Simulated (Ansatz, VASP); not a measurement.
## Two plane-wave programs on Na

Contents of INCAR:

```
ALGO = Normal ; EDIFF = 1E-7
ENCUT = 520 ; GGA = PE
ISIF = 2 ; ISMEAR = 0
LASPH = T ; LCHARG = F
LREAL = F ; LWAVE = F
NBANDS = 10 ; NELM = 100
PREC = Accurate ; SIGMA = 0.1
```

File KPOINTS:

```
k-points
0
Gamma
  14 14 14
```

File POSCAR:

```
Na
1.0
   -2.1156552543      2.1156552543      2.1156552543
    2.1156552543     -2.1156552543      2.1156552543
    2.1156552543      2.1156552543     -2.1156552543
Na
1
Direct
    0.0000000000      0.0000000000      0.0000000000
```

Input for Ansatz:

```yaml
crystal:
  lattice:
    - [-2.1156552543, 2.1156552543, 2.1156552543]
    - [2.1156552543, -2.1156552543, 2.1156552543]
    - [2.1156552543, 2.1156552543, -2.1156552543]
  atoms:
    - { symbol: Na, position: [0.0, 0.0, 0.0] }
basis:
  ecutwfc: 420
kpoints:
  mp_grid: { grid: [14, 14, 14] }
hamiltonian:
  xc: pbe
scf:
  occupations: { method: gaussian, width: 0.1 }
output:
  forces: true
  stress: true
  eigenvalues: true
```

Alike in both runs: task single point; functional PBE; k mesh 14 × 14 × 14; occupations gaussian, width 0.1 eV; no spin polarisation.

```csv
,VASP,Ansatz
version,VASP 6.6.1,Ansatz 0.2.0
potentials or method,"VASP PAW PBE potentials, release 64 (Na_pv), cutoff 520 eV","scalar-relativistic, plane waves, PAW"
valence electrons in the cell,7,9
```

```tsv
	VASP	Ansatz	Ansatz less VASP
gap on the k mesh at the Fermi level (eV)	none	none	-
pressure (GPa)	-0.2	-0.2	0.00
```

A gap of «none» marks a metal or a gap that the smearing closes. VASP's potentials hold 7 valence electrons a cell and Ansatz's 9, so a difference there can come from the potentials and not from the codes.
